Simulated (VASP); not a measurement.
# KPt (P-6m2) in VASP: single point with r2SCAN

Aim: the single point of KPt with r2SCAN.

Program: VASP 6.6.1. These are calculated values, not measurements. Logs are shortened: lines on timing, memory, paths and dates and some standing lists are left out, and cuts for length are marked.

### 1 The cell of the first run

It takes space group P-6m2 (No. 187, hexagonal). Conventional cell: a = 3.001 Å, b = 3.001 Å, c = 5.346 Å, α = 90.00°, β = 90.00°, γ = 120.00°. Within 4.0 Å of K (site symmetry -6m2) lie 6 K at 3.00 Å and 6 Pt at 3.19 Å. Pt (site symmetry -6m2) has 6 Pt at 3.00 Å and 6 K at 3.19 Å within 4.0 Å.

### 2 Single point, r2SCAN

Contents of POSCAR:

```
KPt
1.0
    3.0008470000      0.0000000000      0.0000000000
   -1.5004240000      2.5988100000      0.0000000000
    0.0000000000      0.0000000000      5.3455780000
K Pt
1 1
Direct
    0.3333333333      0.6666666667      0.5000000000
    0.0000000000      0.0000000000      0.0000000000
```

Contents of INCAR.step1:

```
PREC = Accurate
ENCUT = 550
ISMEAR = -1
SIGMA = 0.1
LREAL = F
LASPH = T
NELM = 120
ISYM = -1
NBANDS = 16
GGA = PE
ALGO = Normal
EDIFF = 1E-5
LWAVE = T
LCHARG = F
GGA_COMPAT = F
```

Contents of INCAR.step2:

```
PREC = Accurate
ENCUT = 550
EDIFF = 1E-6
ISMEAR = -1
SIGMA = 0.1
LREAL = F
LASPH = T
NELM = 120
ALGO = Normal
ISIF = 2
LWAVE = F
LCHARG = F
METAGGA = R2SCAN
LMIXTAU = T
ISYM = -1
NBANDS = 16
ISTART = 1
GGA_COMPAT = F
```

Contents of KPOINTS:

```
explicit points
98
Reciprocal
  0.07142857   0.07142857   0.12500000 2
  0.07142857   0.07142857   0.37500000 2
  0.07142857   0.07142857   0.62500000 2
  0.07142857   0.07142857   0.87500000 2
  0.07142857   0.21428571   0.12500000 2
  0.07142857   0.21428571   0.37500000 2
  0.07142857   0.21428571   0.62500000 2
  0.07142857   0.21428571   0.87500000 2
  0.07142857   0.35714286   0.12500000 2
  0.07142857   0.35714286   0.37500000 2
  0.07142857   0.35714286   0.62500000 2
  0.07142857   0.35714286   0.87500000 2
  0.07142857   0.50000000   0.12500000 2
  0.07142857   0.50000000   0.37500000 2
  0.07142857   0.50000000   0.62500000 2
  0.07142857   0.50000000   0.87500000 2
  0.07142857   0.64285714   0.12500000 2
  0.07142857   0.64285714   0.37500000 2
  0.07142857   0.64285714   0.62500000 2
  0.07142857   0.64285714   0.87500000 2
  0.07142857   0.78571429   0.12500000 2
  0.07142857   0.78571429   0.37500000 2
  0.07142857   0.78571429   0.62500000 2
  0.07142857   0.78571429   0.87500000 2
  0.07142857   0.92857143   0.12500000 2
  0.07142857   0.92857143   0.37500000 2
  0.07142857   0.92857143   0.62500000 2
  0.07142857   0.92857143   0.87500000 2
  0.21428571   0.07142857   0.12500000 2
  0.21428571   0.07142857   0.37500000 2
  0.21428571   0.07142857   0.62500000 2
  0.21428571   0.07142857   0.87500000 2
  0.21428571   0.21428571   0.12500000 2
  0.21428571   0.21428571   0.37500000 2
  0.21428571   0.21428571   0.62500000 2
  0.21428571   0.21428571   0.87500000 2
  0.21428571   0.35714286   0.12500000 2
  0.21428571   0.35714286   0.37500000 2
  0.21428571   0.35714286   0.62500000 2
  0.21428571   0.35714286   0.87500000 2
  0.21428571   0.50000000   0.12500000 2
  0.21428571   0.50000000   0.37500000 2
  0.21428571   0.50000000   0.62500000 2
  0.21428571   0.50000000   0.87500000 2
  0.21428571   0.64285714   0.12500000 2
  0.21428571   0.64285714   0.37500000 2
  0.21428571   0.64285714   0.62500000 2
  0.21428571   0.64285714   0.87500000 2
  0.21428571   0.78571429   0.12500000 2
  0.21428571   0.78571429   0.37500000 2
  0.21428571   0.78571429   0.62500000 2
  0.21428571   0.78571429   0.87500000 2
  0.21428571   0.92857143   0.12500000 2
  0.21428571   0.92857143   0.37500000 2
  0.21428571   0.92857143   0.62500000 2
  0.21428571   0.92857143   0.87500000 2
  0.35714286   0.07142857   0.12500000 2
  0.35714286   0.07142857   0.37500000 2
  0.35714286   0.07142857   0.62500000 2
  0.35714286   0.07142857   0.87500000 2
  0.35714286   0.21428571   0.12500000 2
  0.35714286   0.21428571   0.37500000 2
  0.35714286   0.21428571   0.62500000 2
  0.35714286   0.21428571   0.87500000 2
  0.35714286   0.35714286   0.12500000 2
  0.35714286   0.35714286   0.37500000 2
  0.35714286   0.35714286   0.62500000 2
  0.35714286   0.35714286   0.87500000 2
  0.35714286   0.50000000   0.12500000 2
  0.35714286   0.50000000   0.37500000 2
  0.35714286   0.50000000   0.62500000 2
  0.35714286   0.50000000   0.87500000 2
  0.35714286   0.64285714   0.12500000 2
  0.35714286   0.64285714   0.37500000 2
  0.35714286   0.64285714   0.62500000 2
  0.35714286   0.64285714   0.87500000 2
  0.35714286   0.78571429   0.12500000 2
  0.35714286   0.78571429   0.37500000 2
  0.35714286   0.78571429   0.62500000 2
  0.35714286   0.78571429   0.87500000 2
  0.35714286   0.92857143   0.12500000 2
  0.35714286   0.92857143   0.37500000 2
  0.35714286   0.92857143   0.62500000 2
  0.35714286   0.92857143   0.87500000 2
  0.50000000   0.07142857   0.12500000 2
  0.50000000   0.07142857   0.37500000 2
  0.50000000   0.07142857   0.62500000 2
  0.50000000   0.07142857   0.87500000 2
  0.50000000   0.21428571   0.12500000 2
  0.50000000   0.21428571   0.37500000 2
  0.50000000   0.21428571   0.62500000 2
  0.50000000   0.21428571   0.87500000 2
  0.50000000   0.35714286   0.12500000 2
  0.50000000   0.35714286   0.37500000 2
  0.50000000   0.35714286   0.62500000 2
  0.50000000   0.35714286   0.87500000 2
  0.50000000   0.50000000   0.12500000 2
  0.50000000   0.50000000   0.37500000 2
```

Potentials or basis: VASP PAW PBE potentials, release 64 (K_sv, Pt).

The run is started by

```bash
$ cat potpaw_PBE.64/K_sv/POTCAR potpaw_PBE.64/Pt/POTCAR > POTCAR
$ cp INCAR.step1 INCAR
$ mpirun -np 1 vasp_std > vasp.out
$ cp INCAR.step2 INCAR
$ mpirun -np 1 vasp_std > vasp.out
```

OUTCAR:

```text
PREC = Accurate
   ENCUT = 550
   EDIFF = 1E-6
   ISMEAR = -1
   LREAL = F
   LASPH = T
   NELM = 120
   ISIF = 2
   METAGGA = R2SCAN
   ISYM = -1
   ISTART = 1

 ion  position               nearest neighbor table
   1  0.333  0.667  0.500-   2 3.19   2 3.19   2 3.19   2 3.19   2 3.19   2 3.19
   2  0.000  0.000  0.000-   1 3.19   1 3.19   1 3.19   1 3.19   1 3.19   1 3.19

IMPORTANT INFORMATION: All symmetrisations will be switched off!
NOSYMM: (Re-)initialisation of all symmetry stuff for point group C_1.

----------------------------------------------------------------------------------------

                                     Primitive cell

  volume of cell :      41.6882

  direct lattice vectors                    reciprocal lattice vectors
     3.000847000  0.000000000  0.000000000     0.333239249  0.192395814  0.000000000
    -1.500424000  2.598810000  0.000000000     0.000000000  0.384791501  0.000000000
     0.000000000  0.000000000  5.345578000     0.000000000  0.000000000  0.187070509

  length of vectors
     3.000847000  3.000847480  5.345578000     0.384791562  0.384791501  0.187070509

  position of ions in fractional coordinates (direct lattice)
     0.333333333  0.666666667  0.500000000
     0.000000000  0.000000000  0.000000000

  ion indices of the primitive-cell ions
   primitive index   ion index
                 1           1
                 2           2

----------------------------------------------------------------------------------------

 KPOINTS: explicit points

Read explicit list of k-points.

 Found     98 k-points:

 Following reciprocal coordinates:
            Coordinates               Weight
  0.071429  0.071429  0.125000      0.010204
  0.071429  0.071429  0.375000      0.010204
  0.071429  0.071429  0.625000      0.010204
  0.071429  0.071429  0.875000      0.010204
  0.071429  0.214286  0.125000      0.010204
  0.071429  0.214286  0.375000      0.010204
[... 16 lines left out ...]
  0.071429  0.785714  0.625000      0.010204
  0.071429  0.785714  0.875000      0.010204
 [... further k-points ...]
   k-points           NKPTS =     98   k-points in BZ     NKDIM =     98   number of bands    NBANDS=     16
   number of dos      NEDOS =    301   number of ions     NIONS =      2
   total plane-waves  NPLWV =  24192
   dimension x,y,z NGX =    24 NGY =   24 NGZ =   42
   dimension x,y,z NGXF=    48 NGYF=   48 NGZF=   84
   ions per type =               1   1
   NGX,Y,Z   is equivalent  to a cutoff of  13.30, 13.30, 13.06 a.u.
   NGXF,Y,Z  is equivalent  to a cutoff of  26.59, 26.59, 26.12 a.u.
 SYSTEM =  unknown system
   PREC   = accura    normal or accurate (medium, high low for compatibility)
   ISTART =      1    job   : 0-new  1-cont  2-samecut
   ICHARG =      0    charge: 1-file 2-atom 10-const
   ISPIN  =      1    spin polarized calculation?
   LNONCOLLINEAR =      F non collinear calculations
   LSORBIT =      F    spin-orbit coupling
   LASPH  =      T    aspherical Exc in radial PAW
   ENCUT  =  550.0 eV  40.42 Ry    6.36 a.u.   5.74  5.74 10.22*2*pi/ulx,y,z
   NELM   =    120;   NELMIN=  2; NELMDL=  0     # of ELM steps
   EDIFF  = 0.1E-05   stopping-criterion for ELM
   LREAL  =      F    real-space projection
   EDIFFG = 0.1E-04   stopping-criterion for IOM
   NSW    =      0    number of steps for IOM
   IBRION =     -1    ionic relax: 0-MD 1-quasi-New 2-CG
   NFREE  =      0    steps in history (QN), initial steepest desc. (CG)
   ISIF   =      2    stress and relaxation
   ISYM   =     -1    0-nonsym 1-usesym 2-fastsym
   POTIM  = 0.5000    time-step for ionic-motion
   TEBEG  =    0.0;   TEEND  =   0.0 temperature during run
   PSTRESS=    0.0 pullay stress
   NELECT =      19.0000    total number of electrons
   NUPDOWN=      -1.0000    fix difference up-down
   EMIN   =  10.00;   EMAX   =-10.00  energy-range for DOS
   EFERMI =   0.00;   METHOD = LEGACY
   ISMEAR =    -1;   SIGMA  =   0.10  broadening in eV -4-tet -1-fermi 0-gaus
   EFERMI_NEDOS =   21; number of points for ismear=-14 and -15
   IALGO  =     38    algorithm
   IMIX   =      4    mixing-type and parameters
     AMIX     =   0.40;   BMIX     =  1.00
     AMIX_MAG =   1.60;   BMIX_MAG =  1.00
  volume/ion in A,a.u.               =      20.84       140.66
  Fermi-wavevector in a.u.,A,eV,Ry     =   1.259858  2.380787 21.595749  1.587243
  Thomas-Fermi vector in A             =   2.393397
   LORBIT       =      0    0 simple, 1 ext, 2 COOP (PROOUT), +10 PAW based schemes
   METAGGA = R2SCAN    functional components
   LHFCALC =     F    Hartree Fock is set to
   AEXX    =    0.0000 exact exchange contribution
   IVDW    =     0    specifies the selected vdW correction
   LEPSILON=     F    determine dielectric tensor
   LRPA    =     F    only Hartree local field effects (RPA)
 non-spin polarized calculation
  energy-cutoff  :      550.00
  volume of cell :       41.69
 maximum number of plane-waves:      1229
 NGX is ok and might be reduce to    24
   NGX = 11   NGY = 11   NGZ = 21

 number of electron      19.0000003 magnetization

 Free energy of the ion-electron system (eV)
  ---------------------------------------------------
  ext. energy  EPLUGINS =         0.00000000
  ---------------------------------------------------
  free energy    TOTEN  =       -57.14298701 eV

  energy without entropy =      -57.13031623  energy(sigma->0) =      -57.13665162

 E-fermi :   5.4585     XC(G=0): -11.2813

 val. band max:        5.1785597504   @ k =   0.0714   0.9286   0.6250
 cond. band min:       5.5606240375   @ k =   0.5000   0.5000   0.3750
 fundamental gap:      0.3820642872
 Fermi energy:         5.4584916254

 k-point     1 :       0.0714    0.0714    0.1250
  band No.  band energies     occupation
      1     -28.4724      2.00000
      2     -10.9283      2.00000
      3     -10.5080      2.00000
      4     -10.2368      2.00000
      5      -0.6302      2.00000
      6       2.2629      2.00000
[... 8 lines left out ...]
     15      14.3440      0.00000
     16      14.6328      0.00000

 k-point     2 :       0.0714    0.0714    0.3750
  band No.  band energies     occupation
      1     -28.4709      2.00000
      2     -10.9807      2.00000
      3     -10.5055      2.00000
      4     -10.2373      2.00000
      5      -0.2560      2.00000
      6       2.6144      2.00000
[... 8 lines left out ...]
     15      13.8052      0.00000
     16      14.4928      0.00000

 k-point     3 :       0.0714    0.0714    0.6250
  band No.  band energies     occupation
      1     -28.4709      2.00000
      2     -10.9807      2.00000
      3     -10.5055      2.00000
      4     -10.2373      2.00000
      5      -0.2560      2.00000
      6       2.6144      2.00000
[... 8 lines left out ...]
     15      13.8052      0.00000
     16      14.4928      0.00000

 k-point     4 :       0.0714    0.0714    0.8750
  band No.  band energies     occupation
      1     -28.4724      2.00000
      2     -10.9283      2.00000
      3     -10.5080      2.00000
      4     -10.2368      2.00000
      5      -0.6302      2.00000
      6       2.2629      2.00000
[... 8 lines left out ...]
     15      14.3440      0.00000
     16      14.6328      0.00000

 k-point     5 :       0.0714    0.2143    0.1250
  band No.  band energies     occupation
      1     -28.2948      2.00000
      2     -11.3507      2.00000
      3     -10.7484      2.00000
      4     -10.4542      2.00000
      5       0.6887      2.00000
      6       2.4497      2.00000
[... 8 lines left out ...]
     15      13.7880      0.00000
     16      14.3838      0.00000

 k-point     6 :       0.0714    0.2143    0.3750
  band No.  band energies     occupation
      1     -28.2940      2.00000
      2     -11.3440      2.00000
      3     -10.7761      2.00000
      4     -10.4552      2.00000
      5       0.9231      2.00000
      6       2.5097      2.00000
[... 8 lines left out ...]
     15      13.5587      0.00000
     16      13.7345      0.00000
[... 267 lines left out ...]
 k-point    21 :       0.0714    0.7857    0.1250
  band No.  band energies     occupation
      1     -28.3943      2.00000
      2     -10.8953      2.00000
      3     -10.8480      2.00000
      4     -10.3343      2.00000
      5      -0.0365      2.00000
      6       2.4343      2.00000
[... 8 lines left out ...]
     15      14.0530      0.00000
     16      14.4413      0.00000

 k-point    22 :       0.0714    0.7857    0.3750
  band No.  band energies     occupation
      1     -28.3932      2.00000
      2     -10.8973      2.00000
      3     -10.8825      2.00000
      4     -10.3350      2.00000
      5       0.2962      2.00000
      6       2.5841      2.00000
[... 8 lines left out ...]
     15      13.0539      0.00000
     16      14.0787      0.00000

 k-point    23 :       0.0714    0.7857    0.6250
  band No.  band energies     occupation
      1     -28.3932      2.00000
      2     -10.8973      2.00000
      3     -10.8825      2.00000
      4     -10.3350      2.00000
      5       0.2962      2.00000
      6       2.5841      2.00000
[... 8 lines left out ...]
     15      13.0539      0.00000
     16      14.0787      0.00000

 k-point    24 :       0.0714    0.7857    0.8750
  band No.  band energies     occupation
      1     -28.3943      2.00000
      2     -10.8953      2.00000
      3     -10.8480      2.00000
      4     -10.3343      2.00000
      5      -0.0365      2.00000
      6       2.4343      2.00000
[... 8 lines left out ...]
     15      14.0530      0.00000
     16      14.4413      0.00000

 [... further k-points ...]
[... 5 lines left out ...]
  --------------------------------------------------------------------------------------
  -------------------------------------------------------------------------------------
  Total       -0.5830874     -0.6905982     -0.4248075     -0.0931043     -0.0000001      0.0000002
  in kB      -22.4094509    -26.5413479    -16.3263722     -3.5782223     -0.0000050      0.0000087
  external PRESSURE =     -21.7590570 kB  Pullay stress =       0.0000000 kB

 VOLUME and BASIS-vectors are now :
 -----------------------------------------------------------------------------
  energy-cutoff  :      550.00
  volume of cell :       41.69
      direct lattice vectors                 reciprocal lattice vectors
     3.000847000  0.000000000  0.000000000     0.333239249  0.192395814  0.000000000
    -1.500424000  2.598810000  0.000000000     0.000000000  0.384791501  0.000000000
     0.000000000  0.000000000  5.345578000     0.000000000  0.000000000  0.187070509

 POSITION                                       TOTAL-FORCE (eV/Angst)
 -----------------------------------------------------------------------------------
     -0.00000      1.73254      2.67279        -0.003025      0.001746     -0.000000
      0.00000      0.00000      0.00000         0.003025     -0.001746      0.000000
 -----------------------------------------------------------------------------------
    total drift:                                0.000018     -0.000010      0.000000

  FREE ENERGIE OF THE ION-ELECTRON SYSTEM (eV)
  ---------------------------------------------------
  free  energy   TOTEN  =       -57.1429870090 eV

  energy  without entropy=      -57.1303162323  energy(sigma->0) =      -57.13665162
```

It took 2.3 min on 1 thread of Intel Xeon Platinum 8375C at 2.90GHz (Ice Lake), shared host; peak memory 0.22 GiB.

Results:

```yaml
Free_energy: -57.1430 eV
Pressure: -2.2 GPa
Largest_force: 0.003 eV/Å
Band_gap_on_the_k_mesh: zero (an odd number of electrons rules out a gap without spin polarisation)
```

Forces on the atoms (eV/Å):
```
K   -0.003  0.002  0.000
Pt   0.003 -0.002  0.000
```

Caveat: the PAW data sets were made with another functional, which shifts forces and pressure a little; spin-orbit coupling is left out, which moves the levels of the heavy elements.

The gap in the log of VASP goes by the Fermi energy; the results here count the filled bands.